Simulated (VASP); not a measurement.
# InAs (zincblende type) (F-43m) in VASP: further runs

The runs below take InAs (zincblende type) through density of states, with PBE.

Everything below comes from runs of VASP 6.6.1. Logs are shortened: lines on timing, memory, paths and dates and some standing lists are left out, and cuts for length are marked.

### Step 1. The cell of the first run

The structure is cubic, space group F-43m (No. 216). Conventional cell: a = 6.187 Å, b = 6.187 Å, c = 6.187 Å, α = 90.00°, β = 90.00°, γ = 90.00°. Within 3.5 Å of In (site symmetry -43m) lie 4 As at 2.68 Å. As (site symmetry -43m) has 4 In at 2.68 Å within 3.5 Å.

### Step 2. Density of states, PBE

The input, POSCAR:

```
InAs
1.0
    0.0000000000      3.0933989628      3.0933989628
    3.0933989628      0.0000000000      3.0933989628
    3.0933989628      3.0933989628      0.0000000000
In As
1 1
Direct
    0.0000000000      0.0000000000      0.0000000000
    0.2500000000      0.2500000000      0.2500000000
```

The input, INCAR.step1:

```
ALGO = Normal
EDIFF = 1E-7
ENCUT = 520
GGA = PE
ISIF = 2
ISMEAR = -1
LASPH = True
LCHARG = True
LREAL = False
LWAVE = False
NBANDS = 16
NELM = 80
PREC = Accurate
SIGMA = 0.08
```

The input, KPOINTS.step1:

```
k-points
0
Gamma
  11 11 11
```

The input, INCAR.step2:

```
ALGO = Normal
EDIFF = 1E-7
ENCUT = 520
GGA = PE
ICHARG = 11
ISIF = 2
ISMEAR = -5
LASPH = True
LCHARG = False
LORBIT = 10
LREAL = False
LWAVE = False
NBANDS = 16
NEDOS = 2001
NELM = 80
PREC = Accurate
SIGMA = 0.08
```

The input, KPOINTS.step2:

```
k-points
0
Gamma
  17 17 17
```

Potentials or basis: VASP PAW PBE potentials, release 64 (In_d, As).

Started as:

```console
cat potpaw_PBE.64/In_d/POTCAR potpaw_PBE.64/As/POTCAR > POTCAR
cp INCAR.step1 INCAR
cp KPOINTS.step1 KPOINTS
mpirun -np 1 vasp_std > vasp.out
cp INCAR.step2 INCAR
cp KPOINTS.step2 KPOINTS
mpirun -np 1 vasp_std > vasp.out
```

OUTCAR:

```text
EDIFF = 1E-7
   ENCUT = 520
   GGA = PE
   ICHARG = 11
   ISIF = 2
   ISMEAR = -5
   LASPH = True
   LORBIT = 10
   LREAL = False
   NELM = 80
   PREC = Accurate

 ion  position               nearest neighbor table
   1  0.000  0.000  0.000-   2 2.68   2 2.68   2 2.68   2 2.68
   2  0.250  0.250  0.250-   1 2.68   1 2.68   1 2.68   1 2.68

  LATTYP: Found a face centered cubic cell.
 ALAT       =     6.1867979256

  Lattice vectors:

 A1 = (   0.0000000000,   3.0933989628,   3.0933989628)
 A2 = (   3.0933989628,   0.0000000000,   3.0933989628)
 A3 = (   3.0933989628,   3.0933989628,   0.0000000000)

Analysis of symmetry for initial positions (statically):
=====================================================================
 Subroutine PRICEL returns:
 Original cell was already a primitive cell.

 Routine SETGRP: Setting up the symmetry group for a
 face centered cubic supercell.

 Subroutine GETGRP returns: Found 24 space group operations
 (whereof 24 operations were pure point group operations)
 out of a pool of 48 trial point group operations.

The static configuration has the point symmetry T_d .

Analysis of symmetry for dynamics (positions and initial velocities):
=====================================================================
 Subroutine PRICEL returns:
 Original cell was already a primitive cell.

 Routine SETGRP: Setting up the symmetry group for a
 face centered cubic supercell.

 Subroutine GETGRP returns: Found 24 space group operations
 (whereof 24 operations were pure point group operations)
 out of a pool of 48 trial point group operations.

The dynamic configuration has the point symmetry T_d .

 Subroutine INISYM returns: Found 24 space group operations
 (whereof 24 operations are pure point group operations),
 and found     1 'primitive' translations

----------------------------------------------------------------------------------------

                                     Primitive cell

  volume of cell :      59.2022

  direct lattice vectors                    reciprocal lattice vectors
     0.000000000  3.093398963  3.093398963    -0.161634502  0.161634502  0.161634502
     3.093398963  0.000000000  3.093398963     0.161634502 -0.161634502  0.161634502
     3.093398963  3.093398963  0.000000000     0.161634502  0.161634502 -0.161634502

  length of vectors
     4.374726767  4.374726767  4.374726767     0.279959169  0.279959169  0.279959169

[... 89 lines left out ...]
   ISYM   =      2    0-nonsym 1-usesym 2-fastsym
   POTIM  = 0.5000    time-step for ionic-motion
   TEBEG  =    0.0;   TEEND  =   0.0 temperature during run
   PSTRESS=    0.0 pullay stress
   NELECT =      18.0000    total number of electrons
   NUPDOWN=      -1.0000    fix difference up-down
   EMIN   =  10.00;   EMAX   =-10.00  energy-range for DOS
   EFERMI =   0.00;   METHOD = LEGACY
   ISMEAR =    -5;   SIGMA  =   0.08  broadening in eV -4-tet -1-fermi 0-gaus
   EFERMI_NEDOS =   21; number of points for ismear=-14 and -15
   IALGO  =     38    algorithm
   IMIX   =      4    mixing-type and parameters
     AMIX     =   0.40;   BMIX     =  1.00
     AMIX_MAG =   1.60;   BMIX_MAG =  1.00
  volume/ion in A,a.u.               =      29.60       199.76
  Fermi-wavevector in a.u.,A,eV,Ry     =   1.100829  2.080265 16.487863  1.211824
  Thomas-Fermi vector in A             =   2.237246
   LORBIT       =     10    0 simple, 1 ext, 2 COOP (PROOUT), +10 PAW based schemes
   GGA     = PE    functional components
   LHFCALC =     F    Hartree Fock is set to
   AEXX    =    0.0000 exact exchange contribution
   IVDW    =     0    specifies the selected vdW correction
   LEPSILON=     F    determine dielectric tensor
   LRPA    =     F    only Hartree local field effects (RPA)
 non-spin polarized calculation
 Fermi weights with tetrahedron method with Bloechl corrections
  energy-cutoff  :      520.00
  volume of cell :       59.20
 maximum number of plane-waves:      1639
 NGX is ok and might be reduce to    36

 number of electron      17.9999997 magnetization

 Free energy of the ion-electron system (eV)
  ---------------------------------------------------
  ext. energy  EPLUGINS =         0.00000000
  ---------------------------------------------------
  free energy    TOTEN  =        -7.71984641 eV

  energy without entropy =       -7.71984641  energy(sigma->0) =       -7.71984641

 E-fermi :   3.8405     XC(G=0):  -8.7955

 val. band max:        3.8397025967   @ k =   0.0000   0.0000   0.0000
 cond. band min:       3.8397027266   @ k =   0.0000   0.0000   0.0000
 fundamental gap:      0.0000001299
 Fermi energy:         3.8405185898

 k-point     1 :       0.0000    0.0000    0.0000
  band No.  band energies     occupation
      1     -10.4280      2.00000
      2     -10.4280      2.00000
      3     -10.4280      2.00000
      4     -10.3267      2.00000
      5     -10.3267      2.00000
      6      -7.6009      2.00000
[... 433 lines left out ...]
      3     -10.4199      2.00000
      4     -10.3279      2.00000
      5     -10.3255      2.00000
      6      -7.4032      2.00000
[... 8 lines left out ...]
     15      12.1611      0.00000
     16      12.6043      0.00000

 [... further k-points ...]

------------------------ aborting loop because EDIFF is reached ----------------------------------------

  FORCE on cell =-STRESS in cart. coord.  units (eV):
  Direction    XX          YY          ZZ          XY          YZ          ZX
  --------------------------------------------------------------------------------------
  -------------------------------------------------------------------------------------
  Total        0.0194469      0.0194469      0.0194469      0.0000000      0.0000000     -0.0000000
  in kB        0.5262889      0.5262889      0.5262889      0.0000000      0.0000000     -0.0000000
  external PRESSURE =       0.5262889 kB  Pullay stress =       0.0000000 kB

 VOLUME and BASIS-vectors are now :
 -----------------------------------------------------------------------------
  energy-cutoff  :      520.00
  volume of cell :       59.20
      direct lattice vectors                 reciprocal lattice vectors
     0.000000000  3.093398963  3.093398963    -0.161634502  0.161634502  0.161634502
     3.093398963  0.000000000  3.093398963     0.161634502 -0.161634502  0.161634502
     3.093398963  3.093398963  0.000000000     0.161634502  0.161634502 -0.161634502

 POSITION                                       TOTAL-FORCE (eV/Angst)
 -----------------------------------------------------------------------------------
      0.00000      0.00000      0.00000        -0.000000     -0.000000     -0.000000
      1.54670      1.54670      1.54670         0.000000      0.000000      0.000000
 -----------------------------------------------------------------------------------
    total drift:                               -0.000000     -0.000000     -0.000000

  FREE ENERGIE OF THE ION-ELECTRON SYSTEM (eV)
  ---------------------------------------------------
  free  energy   TOTEN  =        -7.7198464070 eV

  energy  without entropy=       -7.7198464070  energy(sigma->0) =       -7.71984641

 total charge

# of ion       s       p       d       tot
------------------------------------------
    1        0.850   0.670   9.880  11.400
    2        1.226   1.526   0.019   2.770
--------------------------------------------------
tot          2.076   2.196   9.899  14.170
```

OSZICAR.step1:

```text
N       E                     dE             d eps       ncg     rms          rms(c)
DAV:   1     0.114611026874E+03    0.11461E+03   -0.82330E+03  1792   0.118E+03
DAV:   2     0.394556716235E-01   -0.11457E+03   -0.10972E+03  2008   0.298E+02
DAV:   3    -0.776308472941E+01   -0.78025E+01   -0.77619E+01  2336   0.755E+01
DAV:   4    -0.796536043160E+01   -0.20228E+00   -0.20219E+00  2240   0.137E+01
DAV:   5    -0.797460124443E+01   -0.92408E-02   -0.92406E-02  2664   0.247E+00    0.406E+00
DAV:   6    -0.773711861859E+01    0.23748E+00   -0.37018E-01  2848   0.954E+00    0.225E+00
DAV:   7    -0.771763400180E+01    0.19485E-01   -0.10253E-01  2408   0.263E+00    0.705E-01
DAV:   8    -0.771897735149E+01   -0.13433E-02   -0.11625E-02  2256   0.120E+00    0.157E-01
DAV:   9    -0.771960776833E+01   -0.63042E-03   -0.93281E-04  2280   0.274E-01    0.965E-02
DAV:  10    -0.771976515585E+01   -0.15739E-03   -0.16939E-04  2288   0.164E-01    0.520E-02
DAV:  11    -0.771981450694E+01   -0.49351E-04   -0.11289E-04  2160   0.104E-01    0.341E-02
DAV:  12    -0.771981519648E+01   -0.68953E-06   -0.52925E-06  2080   0.219E-02    0.798E-03
DAV:  13    -0.771981561595E+01   -0.41948E-06   -0.16978E-06  2192   0.735E-03    0.343E-03
DAV:  14    -0.771981574167E+01   -0.12572E-06   -0.10154E-07  2088   0.269E-03    0.116E-03
DAV:  15    -0.771981584626E+01   -0.10459E-06   -0.12039E-08  1376   0.818E-04    0.816E-04
DAV:  16    -0.771981587288E+01   -0.26623E-07   -0.43393E-09  1080   0.597E-04
   1 F= -.77198159E+01 E0= -.77195119E+01  d E =-.607927E-03
```

It took 1.8 min on 1 thread of Intel Xeon Platinum 8488C (Sapphire Rapids), shared host; peak memory 0.32 GiB.

What came out:

- Valence electrons inside the program's atomic spheres: In 11.40; As 2.77

Levels at points of the mesh, in eV from the Fermi level:
```
           k point  band 7  band 8  band 9  band 10  band 11  band 12
(0.00, 0.00, 0.00)   -0.54    0.00    0.00     0.00     3.87     3.87
```

Caveat: spin-orbit coupling is left out, which moves the levels of the heavy elements; tetrahedron occupations give inexact forces and stress in metals.

### Step 3. Density of states, PBE

POSCAR is that of step 2.

The input, INCAR.step1:

```
SYSTEM = InAs
PREC     = Accurate       ! precision mode
ENCUT    = 520            ! plane-wave cutoff, eV
EDIFF    = 1E-7           ! SCF threshold, eV
ISMEAR   = -1             ! smearing method
SIGMA    = 0.08           ! smearing width, eV
LREAL    = .FALSE.        ! projectors in reciprocal space
LASPH    = .TRUE.         ! aspherical terms in the spheres
NELM     = 60             ! most SCF steps
ALGO     = Normal         ! electronic algorithm
ISIF     = 2              ! what is computed and relaxed
LWAVE    = .FALSE.        ! write WAVECAR
LCHARG   = .TRUE.         ! write CHGCAR
GGA      = PE             ! functional
NBANDS   = 16             ! bands
```

The input, KPOINTS.step1:

```
regular mesh
0
G
  11 11 11
  0 0 0
```

The input, INCAR.step2:

```
SYSTEM = InAs
PREC     = Accurate       ! precision mode
ENCUT    = 520            ! plane-wave cutoff, eV
EDIFF    = 1E-7           ! SCF threshold, eV
ISMEAR   = -5             ! smearing method
SIGMA    = 0.08           ! smearing width, eV
LREAL    = .FALSE.        ! projectors in reciprocal space
LASPH    = .TRUE.         ! aspherical terms in the spheres
NELM     = 60             ! most SCF steps
ALGO     = Normal         ! electronic algorithm
ISIF     = 2              ! what is computed and relaxed
LWAVE    = .FALSE.        ! write WAVECAR
LCHARG   = .FALSE.        ! write CHGCAR
GGA      = PE             ! functional
LORBIT   = 11             ! projections on sites
NEDOS    = 2001           ! points of the DOS
ICHARG   = 11             ! starting density
```

The input, KPOINTS.step2:

```
regular mesh
0
G
  17 17 17
  0 0 0
```

Potentials or basis: VASP PAW PBE potentials, release 64 (In_d, As).

Started as:

```console
cat potpaw_PBE.64/In_d/POTCAR potpaw_PBE.64/As/POTCAR > POTCAR
cp INCAR.step1 INCAR
cp KPOINTS.step1 KPOINTS
mpirun -np 1 vasp_std > vasp.out
cp INCAR.step2 INCAR
cp KPOINTS.step2 KPOINTS
mpirun -np 1 vasp_std > vasp.out
```

Run time: 1.7 min. Hardware: 1 thread of Intel Xeon Platinum 8488C (Sapphire Rapids), shared host; peak memory 0.3 GiB.

Results (log left out):

- Valence electrons inside the program's atomic spheres: In 11.40; As 2.77

Levels at points of the mesh, in eV from the Fermi level:
```tsv
k point	band 5	band 6	band 7	band 8	band 9	band 10	band 11	band 12	band 13
(0.00, 0.00, 0.00)	-14.17	-11.44	-0.54	0.00	0.00	0.00	3.87	3.87	3.87
```

Caveat: spin-orbit coupling is left out, which moves the levels of the heavy elements; tetrahedron occupations give inexact forces and stress in metals.
